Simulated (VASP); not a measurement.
# ZnSe: single point with r2SCAN

ZnSe:

```
CELL_PARAMETERS angstrom
0.00000 -2.83380 -2.83380
0.00000 2.83380 -2.83380
5.66760 0.00000 0.00000
ATOMIC_POSITIONS crystal
Zn 0.50000 0.50000 0.48677
Zn 0.00000 0.00000 0.01323
Se 0.00000 0.50000 0.25000
Se 0.50000 0.00000 0.75000
```

This cell differs from its parent crystal: atoms displaced along a vibrational mode.

- Program: VASP 6.6.1
- Task: single point
- Functional: r2SCAN
- Potentials or basis: VASP PAW PBE potentials, release 64 (Zn, Se)
- Cutoff: 520 eV
- k mesh: 8 × 8 × 6
- Occupations: gaussian, width 0.05 eV
- Spin: no spin polarisation
- Dipole correction: no
- Further INCAR settings: ALGO = Normal; EDIFF = 1e-07; NBANDS = 26

The pressure is 0.2 GPa and the largest force is 0.721 eV/Å. The band gap on the k mesh is 1.82 eV.

Forces on the atoms (eV/Å):
```
Zn   0.721  0.000  0.000
Zn  -0.721  0.000  0.000
Se   0.000  0.000  0.000
Se   0.000  0.000  0.000
```

Stress tensor (GPa, compression positive):
```
0.00 0.00 0.00
0.00 0.30 0.00
0.00 0.00 0.30
```

Levels at points of the mesh, in eV from the valence-band top:
| k point | band 14 | band 15 | band 16 | band 17 | band 18 | band 19 | band 20 | band 21 | band 22 | band 23 |
| --- | --- | --- | --- | --- | --- | --- | --- | --- | --- | --- |
| (0.00, 0.00, 0.00) | -2.28 | -2.28 | -0.02 | 0.00 | 0.00 | 1.82 | 3.33 | 3.80 | 6.29 | 6.29 |
| (0.50, 0.00, 0.00) | -4.00 | -2.60 | -2.55 | -1.19 | -0.71 | 4.42 | 4.83 | 6.67 | 6.86 | 7.33 |
| (0.50, 0.50, 0.00) | -4.84 | -2.44 | -2.22 | -2.22 | -2.07 | 2.97 | 3.65 | 3.85 | 3.85 | 11.45 |
| (0.00, 0.00, 0.50) | -2.81 | -1.55 | -1.55 | -1.04 | -1.04 | 4.10 | 4.21 | 4.59 | 4.74 | 8.46 |
| (0.50, 0.00, 0.50) | -5.13 | -1.15 | -0.91 | -0.89 | -0.66 | 2.98 | 3.06 | 6.64 | 6.66 | 7.03 |
| (0.50, 0.50, 0.50) | -4.76 | -2.84 | -2.81 | -2.81 | -2.63 | 5.55 | 6.05 | 6.05 | 6.06 | 7.39 |

It took 4.2 min on 1 thread of AMD EPYC 9R45 96-Core Processor (Zen 5), on a shared host, peak memory 0.25 GiB.

Caveat: the cell differs from its parent crystal (atoms displaced along a vibrational mode); the PAW data sets were made with another functional, which shifts forces and pressure a little.
